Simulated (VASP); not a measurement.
Set up this calculation in VASP 6.6.1, as the native input.

| Property | Result |
| --- | --- |
| Task | single point |
| Functional | PBE |
| Potentials or basis | VASP PAW PBE potentials, release 64 (Hg, H) |
| Cutoff | 520 eV |
| k mesh | 8 × 8 × 8 |
| Occupations | gaussian, width 0.1 eV |
| Spin | no spin polarisation |
| Dipole correction | no |
| Further INCAR settings | ALGO = Normal; EDIFF = 1e-06; NBANDS = 16 |

The structure of HgH3 lies in POSCAR:

```
HgH3
1.0
   -1.4930300160      1.4930300160      3.9720681017
    1.4930300160     -1.4930300160      3.9720681017
    1.4930300160      1.4930300160     -3.9720681017
Hg H
1 3
Direct
    0.0000000000      0.0000000000      0.0000000000
    0.5000000000      0.5000000000      0.0000000000
    0.2500000000      0.7500000000      0.5000000000
    0.7500000000      0.2500000000      0.5000000000
```

One way to write it, as run:

INCAR

```
PREC = Accurate ; ENCUT = 520
EDIFF = 1E-6 ; ISMEAR = 0
SIGMA = 0.1 ; LREAL = F
LASPH = T ; NELM = 60
ALGO = Normal ; ISIF = 2
LWAVE = F ; LCHARG = T
GGA = PE ; LELF = T
LVHAR = T ; NBANDS = 16
```

KPOINTS

```
Automatic mesh
0
Gamma
  8 8 8
```

Potentials or basis: VASP PAW PBE potentials, release 64 (Hg, H).

Command:

```console
$ cat potpaw_PBE.64/Hg/POTCAR potpaw_PBE.64/H/POTCAR > POTCAR
$ mpirun -np 1 vasp_std > vasp.out
```

Results of the run:

- Pressure: 0.4 GPa

Caveat: the k points lie up to 0.37 Å⁻¹ apart.

Run time: 28 s on 1 thread of Intel(R) Xeon(R) 6975P-C (Granite Rapids), with other jobs on the host, peak memory 0.21 GiB.
